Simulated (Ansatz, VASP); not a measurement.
# One calculation of InAs, two programs

```
In As
1.0
     5.77749    0.49698    0.13844
     0.45976    6.03877    1.37112
     0.17838    1.37988    6.16511
In As
4 4
Direct
  0.60975 0.89062 0.92257
  0.63834 0.30727 0.35551
  0.66381 0.41733 0.82177
  0.13777 0.60512 0.85602
  0.13906 0.34537 0.38886
  0.66661 0.83730 0.39137
  0.11631 0.08319 0.84629
  0.09203 0.76431 0.35399
```

Alike in both runs: functional PBE; k mesh 4 × 4 × 4; occupations gaussian, width 0.1 eV; no spin polarisation.

Ansatz relaxed the structure, and its values are those at the end. VASP's run is a single point on that final structure, the one shown.

|  | VASP | Ansatz |
| --- | --- | --- |
| version | VASP 6.6.1 | Ansatz 0.2.0 |
| potentials or method | VASP PAW PBE potentials, release 64 (In_d, As), cutoff 520 eV | scalar-relativistic, plane waves, PAW |
| valence electrons in the cell | 72 | 112 |

|  | VASP | Ansatz | Ansatz less VASP |
| --- | --- | --- | --- |
| gap on the k mesh at the Fermi level (eV) | none | none | - |
| rms of the force components (eV/Å) | 0.018 | 0.013 | -0.0054 |

A gap of «none» marks a metal or a gap that the smearing closes. VASP's potentials hold 72 valence electrons a cell and Ansatz's 112, so a difference there can come from the potentials and not from the codes.
